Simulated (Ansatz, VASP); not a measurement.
WSe2: VASP beside Ansatz

```
CELL_PARAMETERS angstrom
3.41457 0.00000 0.00000
-1.70728 2.95710 0.00000
0.00000 0.00000 14.14078
ATOMIC_POSITIONS crystal
W 0.66667 0.33333 0.75000
W 0.33333 0.66667 0.25000
Se 0.33333 0.66667 0.86521
Se 0.66667 0.33333 0.36521
Se 0.33333 0.66667 0.63479
Se 0.66667 0.33333 0.13479
```

Change from the starting cell: equal strain along all axes, cell held, atoms relaxed: +3.0 %.

Alike in both runs: functional r2SCAN; k mesh 12 × 12 × 2; occupations gaussian, width 0.02 eV; no spin polarisation.

Ansatz relaxed the structure, and its values are those at the end. VASP's run is a single point on that final structure, the one shown.

```csv
,VASP,Ansatz
version,VASP 6.6.1,Ansatz 0.2.0
potentials or method,"VASP PAW PBE potentials, release 64 (W_sv, Se), cutoff 520 eV","scalar-relativistic, plane waves, PAW"
valence electrons in the cell,52,92
```

|  | VASP | Ansatz | Ansatz less VASP |
| --- | --- | --- | --- |
| gap on the k mesh at the Fermi level (eV) | 0.91 | 0.92 | +0.006 |
| least direct gap on the mesh (eV) | 1.28 | 1.28 | +0.001 |
| pressure (GPa) | -3.9 | -4.1 | -0.23 |
| rms of the force components (eV/Å) | 0.018 | 0.000 | -0.0177 |

VASP's potentials were made for PBE, not for r2SCAN. VASP's potentials hold 52 valence electrons a cell and Ansatz's 92, so a difference there can come from the potentials and not from the codes. Ansatz's warnings: stress scf threshold loose.

Spin-orbit coupling is off throughout.
